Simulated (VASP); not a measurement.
Input of a VASP 6.6.1 run:

Contents of INCAR:

```
  ALGO = Normal
  EDIFF = 1E-6
  ENCUT = 520
  GGA = PE
  ISIF = 2
  ISMEAR = 0
  LASPH = T
  LCHARG = F
  LREAL = F
  LWAVE = F
  NBANDS = 16
  NELM = 100
  PREC = Accurate
  SIGMA = 0.02
```

File KPOINTS:

```
k-points
0
Gamma
  10 10 10
```

File POSCAR:

```
CdTe
1.0
    0.0000000000      3.2752632810      3.2752632810
    3.2752632810      0.0000000000      3.2752632810
    3.2752632810      3.2752632810      0.0000000000
Cd Te
1 1
Direct
    0.0000000000      0.0000000000      0.0000000000
    0.2500000000      0.2500000000      0.2500000000
```

Potentials or basis: VASP PAW PBE potentials, release 64 (Cd, Te).

Run with:

```console
$ cat potpaw_PBE.64/Cd/POTCAR potpaw_PBE.64/Te/POTCAR > POTCAR
$ mpirun -np 1 vasp_std > vasp.out
```

Problem. What does it give for the band gap on the k mesh?

Solution. 0.68 eV, direct.

Problem. Estimate the pressure.

Solution. 1.3 GPa.

Caveat: spin-orbit coupling is left out, which moves the levels of the heavy elements.
